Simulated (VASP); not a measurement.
# As2H in VASP: further runs

Runs on As2H. Level: PBE+D3(BJ). Tasks: single point.

All numbers are computed with VASP 6.6.1; they aren't measurements. Logs are shortened: lines on timing, memory, paths and dates and some standing lists are left out, and cuts for length are marked.

## (1) The cell of the first run

The cell holds a slab with vacuum, 3 atoms: a = 3.571 Å, b = 3.571 Å, c = 18.398 Å, α = 90.00°, β = 90.00°, γ = 120.00°.

## (2) Single point, PBE+D3(BJ), collinear spin, ferromagnetic start

File INCAR:

```
ALGO     = Normal         # electronic algorithm
DIPOL    = 0.5 0.5 0.305
EDIFF    = 1E-6           # SCF threshold, eV
ENCUT    = 520            # plane-wave cutoff, eV
GGA      = PE             # functional
IDIPOL   = 3            
ISIF     = 2              # what is computed and relaxed
ISMEAR   = 0              # smearing method
ISPIN    = 2              # spin polarisation
IVDW     = 12             # dispersion correction
LASPH    = T              # aspherical terms in the spheres
LCHARG   = T              # write CHGCAR
LDIPOL   = T            
LELF     = T              # ELF
LORBIT   = 11             # projections on sites
LREAL    = F              # projectors in reciprocal space
LVACPOTAV= T            
LVHAR    = T            
LWAVE    = F              # write WAVECAR
MAGMOM   = 0 0 1          # initial moments
NBANDS   = 16             # bands
NELM     = 150            # most SCF steps
PREC     = Accurate       # precision mode
SIGMA    = 0.05           # smearing width, eV
```

File KPOINTS:

```
k-points
0
Gamma
  9 9 1
```

File POSCAR:

```
As2H
1.0
    3.5713387681      0.0000000000      0.0000000000
   -1.7856693841      3.0928700987      0.0000000000
    0.0000000000      0.0000000000     18.3976402524
As H
2 1
Direct
    0.3333333333      0.6666666667      0.2933876398
    0.6666666667      0.3333333333      0.2174191877
    0.3333333333      0.6666666667      0.4048149736
```

Potentials or basis: VASP PAW PBE potentials, release 64 (As, H).

On the command line:

```bash
cat potpaw_PBE.64/As/POTCAR potpaw_PBE.64/H/POTCAR > POTCAR
mpirun -np 1 vasp_std > vasp.out
```

OUTCAR:

```text
EDIFF = 1E-6
   ENCUT = 520
   GGA = PE
   ISIF = 2
   ISMEAR = 0
   ISPIN = 2
   IVDW = 12
   LASPH = T
   LORBIT = 11
   LREAL = F
   NELM = 150
   PREC = Accurate
 IVDW          = 12

 ion  position               nearest neighbor table
   1  0.333  0.667  0.293-   2 2.49   2 2.49   2 2.49
   2  0.667  0.333  0.217-   1 2.49   1 2.49   1 2.49
   3  0.333  0.667  0.405-

  LATTYP: Found a hexagonal cell.
 ALAT       =     3.5713387681
 C/A-ratio  =     5.1514688040

  Lattice vectors:

 A1 = (   3.5713387681,   0.0000000000,   0.0000000000)
 A2 = (  -1.7856693841,   3.0928700987,   0.0000000000)
 A3 = (   0.0000000000,   0.0000000000,  18.3976402524)

Analysis of symmetry for initial positions (statically):
=====================================================================
 Subroutine PRICEL returns:
 Original cell was already a primitive cell.

 Routine SETGRP: Setting up the symmetry group for a
 hexagonal supercell.

 Subroutine GETGRP returns: Found  6 space group operations
 (whereof  6 operations were pure point group operations)
 out of a pool of 24 trial point group operations.

The static configuration has the point symmetry C_3v.

Analysis of symmetry for dynamics (positions and initial velocities):
=====================================================================
 Subroutine PRICEL returns:
 Original cell was already a primitive cell.

 Routine SETGRP: Setting up the symmetry group for a
 hexagonal supercell.

 Subroutine GETGRP returns: Found  6 space group operations
 (whereof  6 operations were pure point group operations)
 out of a pool of 24 trial point group operations.

The dynamic configuration has the point symmetry C_3v.

Analysis of structural, dynamic, and magnetic symmetry:
=====================================================================
 Subroutine PRICEL returns:
 Original cell was already a primitive cell.

 Routine SETGRP: Setting up the symmetry group for a
 hexagonal supercell.

 Subroutine GETGRP returns: Found  6 space group operations
 (whereof  6 operations were pure point group operations)
 out of a pool of 24 trial point group operations.

The overall configuration has the point symmetry C_3v.

 Subroutine INISYM returns: Found  6 space group operations
 (whereof  6 operations are pure point group operations),
 and found     1 'primitive' translations

----------------------------------------------------------------------------------------

                                     Primitive cell

  volume of cell :     203.2146

  direct lattice vectors                    reciprocal lattice vectors
     3.571338768  0.000000000  0.000000000     0.280007041  0.161662140  0.000000000
    -1.785669384  3.092870099  0.000000000     0.000000000  0.323324281  0.000000000
     0.000000000  0.000000000 18.397640252     0.000000000  0.000000000  0.054354797

  length of vectors
     3.571338768  3.571338768 18.397640252     0.323324281  0.323324281  0.054354797

  position of ions in fractional coordinates (direct lattice)
     0.333333333  0.666666667  0.293387640
     0.666666667  0.333333333  0.217419188
     0.333333333  0.666666667  0.404814974

  ion indices of the primitive-cell ions
   primitive index   ion index
                 1           1
                 2           2
                 3           3

----------------------------------------------------------------------------------------

 KPOINTS: k-points

Automatic generation of k-mesh.
 Grid dimensions read from file:
 generate k-points for:    9    9    1

 Generating k-lattice:

  Cartesian coordinates                     Fractional coordinates (reciprocal lattice)
     0.031111893  0.017962460  0.000000000     0.111111111  0.000000000  0.000000000
     0.000000000  0.035924920  0.000000000     0.000000000  0.111111111  0.000000000
     0.000000000  0.000000000  0.054354797     0.000000000  0.000000000  1.000000000

  Length of vectors
     0.035924920  0.035924920  0.054354797

  Shift w.r.t. Gamma in fractional coordinates (k-lattice)
     0.000000000  0.000000000  0.000000000

 Subroutine IBZKPT returns following result:
 ===========================================

 Found     12 irreducible k-points:

 Following reciprocal coordinates:
            Coordinates               Weight
  0.000000  0.000000  0.000000      1.000000
  0.111111 -0.000000  0.000000      6.000000
  0.222222 -0.000000  0.000000      6.000000
  0.333333 -0.000000  0.000000      6.000000
  0.444444 -0.000000  0.000000      6.000000
  0.111111  0.111111  0.000000      6.000000
  0.222222  0.111111  0.000000     12.000000
  0.333333  0.111111  0.000000     12.000000
  0.444444  0.111111  0.000000      6.000000
  0.222222  0.222222  0.000000      6.000000
  0.333333  0.222222  0.000000     12.000000
  0.333333  0.333333  0.000000      2.000000
   k-points           NKPTS =     12   k-points in BZ     NKDIM =     12   number of bands    NBANDS=     16
   number of dos      NEDOS =    301   number of ions     NIONS =      3
   total plane-waves  NPLWV = 109760
   dimension x,y,z NGX =    28 NGY =   28 NGZ =  140
   dimension x,y,z NGXF=    56 NGYF=   56 NGZF=  280
   ions per type =               2   1
   NGX,Y,Z   is equivalent  to a cutoff of  13.03, 13.03, 12.65 a.u.
   NGXF,Y,Z  is equivalent  to a cutoff of  26.07, 26.07, 25.30 a.u.
 SYSTEM =  unknown system
   PREC   = accura    normal or accurate (medium, high low for compatibility)
   ISTART =      0    job   : 0-new  1-cont  2-samecut
   ICHARG =      2    charge: 1-file 2-atom 10-const
   ISPIN  =      2    spin polarized calculation?
   LNONCOLLINEAR =      F non collinear calculations
   LSORBIT =      F    spin-orbit coupling
   LASPH  =      T    aspherical Exc in radial PAW
   ENCUT  =  520.0 eV  38.22 Ry    6.18 a.u.   6.64  6.64 34.21*2*pi/ulx,y,z
   NELM   =    150;   NELMIN=  2; NELMDL= -5     # of ELM steps
   EDIFF  = 0.1E-05   stopping-criterion for ELM
   LREAL  =      F    real-space projection
   EDIFFG = 0.1E-04   stopping-criterion for IOM
   NSW    =      0    number of steps for IOM
   IBRION =     -1    ionic relax: 0-MD 1-quasi-New 2-CG
   NFREE  =      0    steps in history (QN), initial steepest desc. (CG)
   ISIF   =      2    stress and relaxation
   ISYM   =      2    0-nonsym 1-usesym 2-fastsym
   POTIM  = 0.5000    time-step for ionic-motion
   TEBEG  =    0.0;   TEEND  =   0.0 temperature during run
   PSTRESS=    0.0 pullay stress
   NELECT =      11.0000    total number of electrons
   NUPDOWN=      -1.0000    fix difference up-down
   EMIN   =  10.00;   EMAX   =-10.00  energy-range for DOS
   EFERMI =   0.00;   METHOD = LEGACY
   ISMEAR =     0;   SIGMA  =   0.05  broadening in eV -4-tet -1-fermi 0-gaus
   EFERMI_NEDOS =   21; number of points for ismear=-14 and -15
   IALGO  =     38    algorithm
   IMIX   =      4    mixing-type and parameters
     AMIX     =   0.40;   BMIX     =  1.00
     AMIX_MAG =   1.60;   BMIX_MAG =  1.00
  volume/ion in A,a.u.               =      67.74       457.12
  Fermi-wavevector in a.u.,A,eV,Ry     =   0.619281  1.170271  5.217949  0.383508
  Thomas-Fermi vector in A             =   1.678022
   LORBIT       =     11    0 simple, 1 ext, 2 COOP (PROOUT), +10 PAW based schemes
   GGA     = PE    functional components
   LHFCALC =     F    Hartree Fock is set to
   AEXX    =    0.0000 exact exchange contribution
   IVDW    =    12    specifies the selected vdW correction
   LEPSILON=     F    determine dielectric tensor
   LRPA    =     F    only Hartree local field effects (RPA)
 spin polarized calculation
 Gauss-broadening in eV      SIGMA  =   0.05
  energy-cutoff  :      520.00
  volume of cell :      203.21
 maximum number of plane-waves:      5529
 NGX is ok and might be reduce to    28
   NGX = 13   NGY = 13   NGZ = 69

 dipolmoment           0.000000      0.000000     -0.003311 electrons x Angstroem

 number of electron      11.0000000 magnetization       0.7037348

 dipolmoment           0.000000      0.000000      0.067011 electrons x Angstroem

 Free energy of the ion-electron system (eV)
  ---------------------------------------------------
  ext. energy  EPLUGINS =         0.00000000
  ---------------------------------------------------
  free energy    TOTEN  =       -10.69814004 eV

  energy without entropy =      -10.69773949  energy(sigma->0) =      -10.69793976

 E-fermi :  -2.2252     XC(G=0):  -3.1576

 val. band max:       -2.2903512094   @ k =   0.2222  -0.0000   0.0000
 cond. band min:      -2.1606747565   @ k =   0.1111  -0.0000   0.0000
 fundamental gap:      0.1296764529
 Fermi energy:        -2.2252277651

 spin component 1

 k-point     1 :       0.0000    0.0000    0.0000
  band No.  band energies     occupation
      1     -17.1861      1.00000
      2     -11.1630      1.00000
      3      -6.1672      1.00000
      4      -3.5121      1.00000
      5      -3.5121      1.00000
      6      -2.4646      1.00000
[... 8 lines left out ...]
     15       5.8318      0.00000
     16       6.5190      0.00000

 k-point     2 :       0.1111   -0.0000    0.0000
  band No.  band energies     occupation
      1     -17.0192      1.00000
      2     -11.1246      1.00000
      3      -6.1325      1.00000
      4      -4.8479      1.00000
      5      -3.8660      1.00000
      6      -2.1607      0.03394
[... 8 lines left out ...]
     15       5.5186      0.00000
     16       6.4055      0.00000
[... 158 lines left out ...]
      4      -6.9544      1.00000
      5      -5.6072      1.00000
      6      -2.8337      1.00000
[... 8 lines left out ...]
     15       6.5141      0.00000
     16       6.6455      0.00000

 k-point    12 :       0.3333    0.3333    0.0000
  band No.  band energies     occupation
      1     -13.6456      1.00000
      2     -13.5324      1.00000
      3      -8.0004      1.00000
      4      -6.8784      1.00000
      5      -5.6514      1.00000
      6      -2.7767      1.00000
[... 8 lines left out ...]
     15       6.2619      0.00000
     16       6.9834      0.00000
 Fermi energy:        -2.2252277651

 spin component 2

 k-point     1 :       0.0000    0.0000    0.0000
  band No.  band energies     occupation
      1     -17.0969      1.00000
      2     -10.9697      1.00000
      3      -5.4637      1.00000
      4      -3.3919      1.00000
      5      -3.3919      1.00000
      6      -1.9596      0.00000
[... 8 lines left out ...]
     15       5.9707      0.00000
     16       6.6715      0.00000

 k-point     2 :       0.1111   -0.0000    0.0000
  band No.  band energies     occupation
      1     -16.9300      1.00000
      2     -10.9349      1.00000
      3      -5.4457      1.00000
      4      -4.7258      1.00000
      5      -3.7457      1.00000
      6      -1.4714      0.00000
[... 8 lines left out ...]
     15       5.6521      0.00000
     16       6.5731      0.00000
[... 159 lines left out ...]
      5      -5.3817      1.00000
      6      -1.7612      0.00000
[... 8 lines left out ...]
     15       6.7518      0.00000
     16       6.8647      0.00000

 k-point    12 :       0.3333    0.3333    0.0000
  band No.  band energies     occupation
      1     -13.5837      1.00000
      2     -13.3968      1.00000
      3      -7.8803      1.00000
      4      -6.4221      1.00000
      5      -5.5392      1.00000
      6      -1.5449      0.00000
[... 8 lines left out ...]
     15       6.3544      0.00000
     16       7.1349      0.00000

------------------------ aborting loop because EDIFF is reached ----------------------------------------

 Edisp (eV)   -0.49508

 E8    (eV) :    -0.2122

  FORCE on cell =-STRESS in cart. coord.  units (eV):
  Direction    XX          YY          ZZ          XY          YZ          ZX
  --------------------------------------------------------------------------------------
  -------------------------------------------------------------------------------------
  Total       1.18392     1.18392    -2.14594    -0.00000     0.00000     0.00000
  in kB       9.33419     9.33419   -16.91896    -0.00000     0.00000     0.00000
  external pressure =        0.58 kB  Pullay stress =        0.00 kB

 VOLUME and BASIS-vectors are now :
 -----------------------------------------------------------------------------
  energy-cutoff  :      520.00
  volume of cell :      203.21
      direct lattice vectors                 reciprocal lattice vectors
     3.571338768  0.000000000  0.000000000     0.280007041  0.161662140  0.000000000
    -1.785669384  3.092870099  0.000000000     0.000000000  0.323324281  0.000000000
     0.000000000  0.000000000 18.397640252     0.000000000  0.000000000  0.054354797

 POSITION                                       TOTAL-FORCE (eV/Angst)
 -----------------------------------------------------------------------------------
     -0.00000      2.06191      5.39764        -0.000000      0.000000      0.977745
      1.78567      1.03096      4.00000         0.000000     -0.000000      0.037466
     -0.00000      2.06191      7.44764        -0.000000      0.000000     -1.015211
 -----------------------------------------------------------------------------------
    total drift:                               -0.000000      0.000000      0.000045

  FREE ENERGIE OF THE ION-ELECTRON SYSTEM (eV)
  ---------------------------------------------------
  free  energy   TOTEN  =       -11.1932209890 eV

  energy  without entropy=      -11.1928204476  energy(sigma->0) =      -11.19302072

 vacuum level on the upper side and lower side of the slab         2.783         1.685

 total charge

# of ion       s       p       d       tot
------------------------------------------
    1        1.305   1.346   0.052   2.704
    2        1.301   1.360   0.047   2.708
    3        0.411   0.004   0.000   0.415
--------------------------------------------------
tot          3.017   2.710   0.100   5.827

 magnetization (x)

# of ion       s       p       d       tot
------------------------------------------
    1        0.057  -0.017   0.005   0.045
    2        0.003   0.095   0.001   0.100
    3        0.182  -0.000   0.000   0.182
--------------------------------------------------
tot          0.242   0.078   0.007   0.326
```

Wall time 70 s (1 thread of Intel Xeon 6975P-C (Granite Rapids), shared host); peak memory 0.42 GiB.

What came out:

| Item | Value |
| --- | --- |
| Free energy | -11.1932 eV |
| Largest force | 1.015 eV/Å |
| Net moment | 0.70 μB per cell |
| Site moments | As +0.04, +0.10; H +0.18 μB |
| Valence electrons inside the program's atomic spheres | As 2.70, 2.71; H 0.41 |
| Dispersion energy per atom | -0.165 eV |

Forces in eV/Å, atoms in the order of the input:
```
As   0.000  0.000  0.978
As   0.000  0.000  0.037
H    0.000  0.000 -1.015
```

## (3) Single point, PBE+D3(BJ), collinear spin, ferromagnetic start

File INCAR:

```
SYSTEM = As2H
ALGO     = Normal         ! electronic algorithm
DIPOL    = 0.5 0.5 0.327
EDIFF    = 1E-6           ! SCF threshold, eV
ENCUT    = 520            ! plane-wave cutoff, eV
GGA      = PE             ! functional
IDIPOL   = 3            
ISIF     = 2              ! what is computed and relaxed
ISMEAR   = 0              ! smearing method
ISPIN    = 2              ! spin polarisation
IVDW     = 12             ! dispersion correction
LASPH    = .True.         ! aspherical terms in the spheres
LCHARG   = .False.        ! write CHGCAR
LDIPOL   = .True.       
LORBIT   = 11             ! projections on sites
LREAL    = .False.        ! projectors in reciprocal space
LWAVE    = .False.        ! write WAVECAR
MAGMOM   = 0 0 1          ! initial moments
NBANDS   = 16             ! bands
NELM     = 150            ! most SCF steps
PREC     = Accurate       ! precision mode
SIGMA    = 0.05           ! smearing width, eV
```

File KPOINTS:

```
k-points
0
Gamma
  9 9 1
  0 0 0
```

Edit POSCAR of step 2 so:

```diff
@@ -10,2 +10,2 @@
     0.6666666667      0.3333333333      0.2174191877
-    0.3333333333      0.6666666667      0.4048149736
+    0.3333333333      0.6666666667      0.4700407299
```

Potentials or basis: VASP PAW PBE potentials, release 64 (As, H).

On the command line:

```bash
cat potpaw_PBE.64/As/POTCAR potpaw_PBE.64/H/POTCAR > POTCAR
mpirun -np 1 vasp_std > vasp.out
```

Run time: 77 s. Hardware: 1 thread of Intel Xeon 6975P-C (Granite Rapids), shared host; peak memory 0.43 GiB.

The run converged. Its results:

| Item | Value |
| --- | --- |
| Free energy | -10.9101 eV |
| Largest force | 0.121 eV/Å |
| Band gap on the k mesh | 1.49 eV, indirect (least direct gap 1.80 eV) |
| Net moment | 1.00 μB per cell |
| Site moments | As +0.01; H +0.38 μB |
| Valence electrons inside the program's atomic spheres | As 2.72; H 0.38 |
| Dispersion energy per atom | -0.155 eV |

Forces on the atoms (eV/Å):
```
As   0.000  0.000  0.121
As   0.000  0.000 -0.085
H    0.000  0.000 -0.036
```

Levels at points of the mesh, in eV from the valence-band top:
Spin up:
| k point | band 2 | band 3 | band 4 | band 5 | band 6 | band 7 | band 8 | band 9 | band 10 | band 11 |
| --- | --- | --- | --- | --- | --- | --- | --- | --- | --- | --- |
| (0.00, 0.00, 0.00) | -7.30 | -2.86 | -0.52 | -0.01 | -0.01 | 2.09 | 3.51 | 3.51 | 4.81 | 5.18 |
Spin down:
```csv
k point,band 2,band 3,band 4,band 5,band 6,band 7,band 8,band 9
"(0.00, 0.00, 0.00)",-7.28,-0.79,0.00,0.00,1.80,2.71,3.52,3.52
```
